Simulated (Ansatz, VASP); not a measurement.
SiC3 in VASP and in Ansatz

```
CELL_PARAMETERS angstrom
2.74937 0.00000 0.00000
-1.37469 2.38103 0.00000
0.00000 0.00000 8.19365
ATOMIC_POSITIONS crystal
Si 0.66667 0.33333 0.50000
C 0.33333 0.66667 0.00000
C 0.33333 0.66667 0.50000
C 0.66667 0.33333 0.00000
```

Alike in both runs: task relaxation of cell and atoms; functional PBE; k mesh 6 × 6 × 2; occupations gaussian, width 0.1 eV; no spin polarisation.

```csv
,VASP,Ansatz
version,VASP 6.6.1,Ansatz 0.2.0
potentials or method,"VASP PAW PBE potentials, release 64 (Si, C), cutoff 600 eV","scalar-relativistic, plane waves, PAW"
valence electrons in the cell,16,16
```

```tsv
	VASP	Ansatz	Ansatz less VASP
gap on the k mesh at the Fermi level, each at its own relaxed structure (eV)	none	none	-
relaxed volume (Å³/atom)	14.29	14.50	+0.202
relaxed cell length with the largest relative difference (Å)	8.195	8.318	+0.1229
```

A gap of «none» marks a metal or a gap that the smearing closes.

The k mesh is coarse, so the values compare programs but aren't converged.
